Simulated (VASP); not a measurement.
# Ti (Fm-3m) in VASP: further runs, part 2 of 2

VASP 6.6.1.

## (4) Single point, r2SCAN

This run uses another cell than the first one, of 17.42 Å³/atom.

POSCAR reads:

```
Ti
1.0
    0.0000000000      2.0576615105      2.0576615105
    2.0576615105      0.0000000000      2.0576615105
    2.0576615105      2.0576615105      0.0000000000
Ti
1
Direct
    0.0000000000      0.0000000000      0.0000000000
```

INCAR.step1 reads:

```
ALGO     = Normal         # electronic algorithm
EDIFF    = 1E-5           # SCF threshold, eV
ENCUT    = 550            # plane-wave cutoff, eV
GGA      = PE             # functional
GGA_COMPAT= F            
ISMEAR   = -1             # smearing method
LASPH    = T              # aspherical terms in the spheres
LCHARG   = F              # write CHGCAR
LREAL    = F              # projectors in reciprocal space
LWAVE    = T              # write WAVECAR
NBANDS   = 12             # bands
NELM     = 120            # most SCF steps
PREC     = Accurate       # precision mode
SIGMA    = 0.1            # smearing width, eV
```

INCAR.step2 reads:

```
ALGO     = Normal         # electronic algorithm
EDIFF    = 1E-6           # SCF threshold, eV
ENCUT    = 550            # plane-wave cutoff, eV
GGA_COMPAT= F            
ISIF     = 2              # what is computed and relaxed
ISMEAR   = -1             # smearing method
ISTART   = 1            
LASPH    = T              # aspherical terms in the spheres
LCHARG   = T              # write CHGCAR
LELF     = T              # ELF
LMIXTAU  = T            
LREAL    = F              # projectors in reciprocal space
LVHAR    = T            
LWAVE    = F              # write WAVECAR
METAGGA  = R2SCAN         # meta-GGA
NBANDS   = 12             # bands
NELM     = 120            # most SCF steps
PREC     = Accurate       # precision mode
SIGMA    = 0.1            # smearing width, eV
```

KPOINTS reads:

```
k-points
0
Gamma
  9 9 9
```

Potentials or basis: VASP PAW PBE potentials, release 64 (Ti_sv).

The run is started by

```bash
> cat potpaw_PBE.64/Ti_sv/POTCAR > POTCAR
> cp INCAR.step1 INCAR
> mpirun -np 1 vasp_std > vasp.out
> cp INCAR.step2 INCAR
> mpirun -np 1 vasp_std > vasp.out
```

OUTCAR:

```text
EDIFF = 1E-6
   ENCUT = 550
   ISIF = 2
   ISMEAR = -1
   ISTART = 1
   LASPH = T
   LREAL = F
   METAGGA = R2SCAN
   NELM = 120
   PREC = Accurate

 ion  position               nearest neighbor table
   1  0.000  0.000  0.000-

  LATTYP: Found a face centered cubic cell.
 ALAT       =     4.1153230210

  Lattice vectors:

 A1 = (   0.0000000000,   2.0576615105,   2.0576615105)
 A2 = (   2.0576615105,   0.0000000000,   2.0576615105)
 A3 = (   2.0576615105,   2.0576615105,   0.0000000000)

Analysis of symmetry for initial positions (statically):
=====================================================================
 Subroutine PRICEL returns:
 Original cell was already a primitive cell.

 Routine SETGRP: Setting up the symmetry group for a
 face centered cubic supercell.

 Subroutine GETGRP returns: Found 48 space group operations
 (whereof 48 operations were pure point group operations)
 out of a pool of 48 trial point group operations.

The static configuration has the point symmetry O_h .

Analysis of symmetry for dynamics (positions and initial velocities):
=====================================================================
 Subroutine PRICEL returns:
 Original cell was already a primitive cell.

 Routine SETGRP: Setting up the symmetry group for a
 face centered cubic supercell.

 Subroutine GETGRP returns: Found 48 space group operations
 (whereof 48 operations were pure point group operations)
 out of a pool of 48 trial point group operations.

The dynamic configuration has the point symmetry O_h .

 Subroutine INISYM returns: Found 48 space group operations
 (whereof 48 operations are pure point group operations),
 and found     1 'primitive' translations

----------------------------------------------------------------------------------------

                                     Primitive cell

  volume of cell :      17.4242

  direct lattice vectors                    reciprocal lattice vectors
     0.000000000  2.057661511  2.057661511    -0.242994291  0.242994291  0.242994291
     2.057661511  0.000000000  2.057661511     0.242994291 -0.242994291  0.242994291
     2.057661511  2.057661511  0.000000000     0.242994291  0.242994291 -0.242994291

  length of vectors
     2.909972815  2.909972815  2.909972815     0.420878458  0.420878458  0.420878458

  position of ions in fractional coordinates (direct lattice)
     0.000000000  0.000000000  0.000000000

  ion indices of the primitive-cell ions
   primitive index   ion index
                 1           1

----------------------------------------------------------------------------------------

 KPOINTS: k-points

Automatic generation of k-mesh.
 Grid dimensions read from file:
 generate k-points for:    9    9    9

 Generating k-lattice:

  Cartesian coordinates                     Fractional coordinates (reciprocal lattice)
    -0.026999366  0.026999366  0.026999366     0.111111111  0.000000000  0.000000000
     0.026999366 -0.026999366  0.026999366     0.000000000  0.111111111  0.000000000
     0.026999366  0.026999366 -0.026999366     0.000000000  0.000000000  0.111111111

  Length of vectors
     0.046764273  0.046764273  0.046764273

  Shift w.r.t. Gamma in fractional coordinates (k-lattice)
     0.000000000  0.000000000  0.000000000

 Subroutine IBZKPT returns following result:
 ===========================================

 Found     35 irreducible k-points:

 Following reciprocal coordinates:
            Coordinates               Weight
  0.000000  0.000000  0.000000      1.000000
  0.111111  0.000000  0.000000      8.000000
  0.222222  0.000000  0.000000      8.000000
  0.333333  0.000000  0.000000      8.000000
  0.444444  0.000000  0.000000      8.000000
  0.111111  0.111111  0.000000      6.000000
[... 16 lines left out ...]
 -0.333333  0.333333  0.000000     12.000000
  0.444444  0.444444  0.000000      6.000000
 [... further k-points ...]
   k-points           NKPTS =     35   k-points in BZ     NKDIM =     35   number of bands    NBANDS=     12
   number of dos      NEDOS =    301   number of ions     NIONS =      1
   total plane-waves  NPLWV =  13824
   dimension x,y,z NGX =    24 NGY =   24 NGZ =   24
   dimension x,y,z NGXF=    48 NGYF=   48 NGZF=   48
   ions per type =               1
   NGX,Y,Z   is equivalent  to a cutoff of  13.71, 13.71, 13.71 a.u.
   NGXF,Y,Z  is equivalent  to a cutoff of  27.42, 27.42, 27.42 a.u.
 SYSTEM =  unknown system
   PREC   = accura    normal or accurate (medium, high low for compatibility)
   ISTART =      1    job   : 0-new  1-cont  2-samecut
   ICHARG =      0    charge: 1-file 2-atom 10-const
   ISPIN  =      1    spin polarized calculation?
   LNONCOLLINEAR =      F non collinear calculations
   LSORBIT =      F    spin-orbit coupling
   LASPH  =      T    aspherical Exc in radial PAW
   ENCUT  =  550.0 eV  40.42 Ry    6.36 a.u.   5.56  5.56  5.56*2*pi/ulx,y,z
   NELM   =    120;   NELMIN=  2; NELMDL=  0     # of ELM steps
   EDIFF  = 0.1E-05   stopping-criterion for ELM
   LREAL  =      F    real-space projection
   EDIFFG = 0.1E-04   stopping-criterion for IOM
   NSW    =      0    number of steps for IOM
   IBRION =     -1    ionic relax: 0-MD 1-quasi-New 2-CG
   NFREE  =      0    steps in history (QN), initial steepest desc. (CG)
   ISIF   =      2    stress and relaxation
   ISYM   =      2    0-nonsym 1-usesym 2-fastsym
   POTIM  = 0.5000    time-step for ionic-motion
   TEBEG  =    0.0;   TEEND  =   0.0 temperature during run
   PSTRESS=    0.0 pullay stress
   NELECT =      12.0000    total number of electrons
   NUPDOWN=      -1.0000    fix difference up-down
   EMIN   =  10.00;   EMAX   =-10.00  energy-range for DOS
   EFERMI =   0.00;   METHOD = LEGACY
   ISMEAR =    -1;   SIGMA  =   0.10  broadening in eV -4-tet -1-fermi 0-gaus
   EFERMI_NEDOS =   21; number of points for ismear=-14 and -15
   IALGO  =     38    algorithm
   IMIX   =      4    mixing-type and parameters
     AMIX     =   0.40;   BMIX     =  1.00
     AMIX_MAG =   1.60;   BMIX_MAG =  1.00
  volume/ion in A,a.u.               =      17.42       117.58
  Fermi-wavevector in a.u.,A,eV,Ry     =   1.445722  2.732018 28.437683  2.090111
  Thomas-Fermi vector in A             =   2.563871
   LORBIT       =      0    0 simple, 1 ext, 2 COOP (PROOUT), +10 PAW based schemes
   METAGGA = R2SCAN    functional components
   LHFCALC =     F    Hartree Fock is set to
   AEXX    =    0.0000 exact exchange contribution
   IVDW    =     0    specifies the selected vdW correction
   LEPSILON=     F    determine dielectric tensor
   LRPA    =     F    only Hartree local field effects (RPA)
 non-spin polarized calculation
  energy-cutoff  :      550.00
  volume of cell :       17.42
 maximum number of plane-waves:       531
 NGX is ok and might be reduce to    24
   NGX = 11   NGY = 11   NGZ = 11

 number of electron      12.0000002 magnetization

 Free energy of the ion-electron system (eV)
  ---------------------------------------------------
  ext. energy  EPLUGINS =         0.00000000
  ---------------------------------------------------
  free energy    TOTEN  =       -12.90608127 eV

  energy without entropy =      -12.85563065  energy(sigma->0) =      -12.88085596

 E-fermi :   8.1941     XC(G=0): -12.3962

 val. band max:        8.1732385396   @ k =  -0.3333   0.3333   0.1111
 cond. band min:       8.2709211340   @ k =  -0.3333   0.2222   0.0000
 fundamental gap:      0.0976825943
 Fermi energy:         8.1941265081

 k-point     1 :       0.0000    0.0000    0.0000
  band No.  band energies     occupation
      1     -50.8559      2.00000
      2     -25.6625      2.00000
      3     -25.6625      2.00000
      4     -25.6625      2.00000
      5       1.7330      2.00000
      6       9.1960      0.00009
      7       9.1960      0.00009
      8       9.1960      0.00009
      9      10.9918      0.00000
     10      10.9918      0.00000
     11      23.9620      0.00000
     12      28.8340      0.00000

 k-point     2 :       0.1111    0.0000    0.0000
  band No.  band energies     occupation
      1     -50.8412      2.00000
      2     -25.7459      2.00000
      3     -25.6729      2.00000
      4     -25.6729      2.00000
      5       2.1410      2.00000
      6       8.9412      0.00114
      7       9.3323      0.00002
      8       9.3323      0.00002
      9      10.9080      0.00000
     10      10.9080      0.00000
     11      24.1872      0.00000
     12      26.3825      0.00000
[... 316 lines left out ...]
 k-point    24 :       0.4444    0.4444    0.0000
  band No.  band energies     occupation
      1     -50.6930      2.00000
      2     -26.2880      2.00000
      3     -25.8954      2.00000
      4     -25.8954      2.00000
      5       5.5584      2.00000
      6       6.5002      2.00000
      7      10.6595      0.00000
      8      12.0372      0.00000
      9      12.0927      0.00000
     10      12.0927      0.00000
     11      19.6838      0.00000
     12      20.7994      0.00000

 [... further k-points ...]
[... 5 lines left out ...]
  --------------------------------------------------------------------------------------
  -------------------------------------------------------------------------------------
  Total        0.0282379      0.0282379      0.0282379     -0.0000000      0.0000000     -0.0000000
  in kB        2.5965203      2.5965203      2.5965203     -0.0000000      0.0000000     -0.0000000
  external PRESSURE =       2.5965203 kB  Pullay stress =       0.0000000 kB

 VOLUME and BASIS-vectors are now :
 -----------------------------------------------------------------------------
  energy-cutoff  :      550.00
  volume of cell :       17.42
      direct lattice vectors                 reciprocal lattice vectors
     0.000000000  2.057661511  2.057661511    -0.242994291  0.242994291  0.242994291
     2.057661511  0.000000000  2.057661511     0.242994291 -0.242994291  0.242994291
     2.057661511  2.057661511  0.000000000     0.242994291  0.242994291 -0.242994291

 POSITION                                       TOTAL-FORCE (eV/Angst)
 -----------------------------------------------------------------------------------
      0.00000      0.00000      0.00000        -0.000000     -0.000000     -0.000000
 -----------------------------------------------------------------------------------
    total drift:                                0.000000      0.000000     -0.000000

  FREE ENERGIE OF THE ION-ELECTRON SYSTEM (eV)
  ---------------------------------------------------
  free  energy   TOTEN  =       -12.9060812728 eV

  energy  without entropy=      -12.8556306496  energy(sigma->0) =      -12.88085596
```

Run time: 70 s. Hardware: 1 thread of Intel Xeon 8259CL, shared host; peak memory 0.15 GiB.

What came out:

| Item | Value |
| --- | --- |
| Free energy | -12.9061 eV |
| Pressure | 0.3 GPa |
| Band gap on the k mesh | zero (bands 6 and 7 overlap by 1.33 eV) |

Levels at points of the mesh, in eV from the Fermi level:
```csv
k point,band 2,band 3,band 4,band 5,band 6,band 7,band 8,band 9,band 10,band 11
"(0.00, 0.00, 0.00)",-33.86,-33.86,-33.86,-6.46,1.00,1.00,1.00,2.80,2.80,15.77
```

Caveat: the PAW data sets were made with another functional, which shifts forces and pressure a little.

## (5) The runs side by side

| cell | k mesh | gap on the mesh (eV) | pressure (GPa) |
| --- | --- | --- | --- |
| a = 2.920 Å, angles 60.0°, 1 atom | 8 × 8 × 8 | none | -0.7 |
| a = 2.900 Å, angles 60.0°, 1 atom | 9 × 9 × 9 | none | 1.4 |
| a = 2.910 Å, angles 60.0°, 1 atom | 9 × 9 × 9 | none | 0.3 |

Alike in all rows: task single point; level r2SCAN; potentials or basis VASP PAW PBE potentials, release 64 (Ti_sv); no spin polarisation; cutoff (eV) 550; smearing fermi-dirac 0.1 eV.

Caveats: the PAW data sets were made with another functional, which shifts forces and pressure a little.

Total energies depend on the potentials used, so only differences within one code and one set of settings carry meaning.

The gap in the log of VASP goes by the Fermi energy; the results here count the filled bands.